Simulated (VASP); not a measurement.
The system is Ti.

```
Ti
1.0
     4.56737    0.00000    0.00000
    -2.28369    3.95546    0.00000
     0.00000    0.00000    2.82624
Ti
3
Direct
  0.66667 0.33333 0.50000
  0.33333 0.66667 0.50000
  0.00000 0.00000 0.00000
```

This isn't the form of Ti at room conditions, which is hcp.

| Item | Value |
| --- | --- |
| Program | VASP 6.6.1 |
| Task | relaxation of cell and atoms |
| Functional | LDA |
| Potentials or basis | VASP PAW LDA potentials, release 64 (Ti_sv) |
| Cutoff | 600 eV |
| k mesh | 7 × 7 × 9 |
| Occupations | fermi-dirac, width 0.05 eV |
| Spin | no spin polarisation |

At the start: pressure -8.1 GPa; volume 17.02 Å³/atom.

Task: How do energy, volume and symmetry change on relaxing?

Result: Over 9 steps the energy falls by 31.9 meV/atom and the volume is 15.83 Å³/atom (-7.0 %); space group P6/mmm (No. 191, to 0.1 Å) before and after.

The path:
```csv
step,energy change (eV),largest force (eV/Å),pressure (GPa),volume (Å³)
1,0.0000,0.0000,-8.07,51.06
2,-0.0383,0.0000,7.63,44.98
3,-0.0954,0.0000,-0.04,47.50
4,-0.0954,0.0000,0.10,47.43
5,-0.0956,0.0000,0.13,47.43
6,-0.0956,0.0000,0.14,47.43
7,-0.0956,0.0000,0.14,47.43
8,-0.0956,0.0000,-0.09,47.52
9,-0.0956,0.0000,-0.02,47.48
```

Final structure:
```
CELL_PARAMETERS angstrom
4.45051 0.00000 0.00000
-2.22525 3.85425 0.00000
0.00000 0.00000 2.76822
ATOMIC_POSITIONS crystal
Ti 0.66667 0.33333 0.50000
Ti 0.33333 0.66667 0.50000
Ti 0.00000 0.00000 0.00000
```
